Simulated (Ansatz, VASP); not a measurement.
**Two plane-wave programs on In3As**

File INCAR:

```
ALGO     = Fast           # electronic algorithm
EDIFF    = 1E-7           # SCF threshold, eV
ENCUT    = 520            # plane-wave cutoff, eV
GGA      = PE             # functional
ISIF     = 2              # what is computed and relaxed
ISMEAR   = 0              # smearing method
LASPH    = True           # aspherical terms in the spheres
LCHARG   = True           # write CHGCAR
LELF     = True           # ELF
LREAL    = False          # projectors in reciprocal space
LVHAR    = True         
LWAVE    = False          # write WAVECAR
NBANDS   = 30             # bands
NELM     = 60             # most SCF steps
PREC     = Accurate       # precision mode
SIGMA    = 0.1            # smearing width, eV
```

File KPOINTS:

```
k-points
0
Gamma
  10 10 10
```

Contents of POSCAR:

```
In3As
1.0
    4.5104145719      0.0000000000      0.0000000000
    0.0000000000      4.5104145719      0.0000000000
    0.0000000000      0.0000000000      4.5104145719
In As
3 1
Direct
    0.0000000000      0.5000000000      0.5000000000
    0.5000000000      0.0000000000      0.5000000000
    0.5000000000      0.5000000000      0.0000000000
    0.0000000000      0.0000000000      0.0000000000
```

Input for Ansatz:

```yaml
crystal:
  lattice:
    - [4.5104145719, 0.0, 0.0]
    - [0.0, 4.5104145719, 0.0]
    - [0.0, 0.0, 4.5104145719]
  atoms:
    - { symbol: In, position: [0.0, 0.5, 0.5] }
    - { symbol: In, position: [0.5, 0.0, 0.5] }
    - { symbol: In, position: [0.5, 0.5, 0.0] }
    - { symbol: As, position: [0.0, 0.0, 0.0] }
basis:
  ecutwfc: 420
kpoints:
  mp_grid: { grid: [10, 10, 10] }
hamiltonian:
  xc: pbe
scf:
  occupations: { method: gaussian, width: 0.1 }
output:
  forces: true
  stress: true
  eigenvalues: true
  populations: true
```

Alike in both runs: task single point; functional PBE; k mesh 10 × 10 × 10; occupations gaussian, width 0.1 eV; no spin polarisation.

|  | VASP | Ansatz |
| --- | --- | --- |
| version | VASP 6.6.1 | Ansatz 0.2.0 |
| potentials or method | VASP PAW PBE potentials, release 64 (In_d, As), cutoff 520 eV | scalar-relativistic, plane waves, PAW |
| valence electrons in the cell | 44 | 54 |

|  | VASP | Ansatz | Ansatz less VASP |
| --- | --- | --- | --- |
| gap on the k mesh at the Fermi level (eV) | none | none | - |
| pressure (GPa) | 6.2 | 6.1 | -0.03 |

A gap of «none» marks a metal or a gap that the smearing closes. VASP's potentials hold 44 valence electrons a cell and Ansatz's 54, so a difference there can come from the potentials and not from the codes.
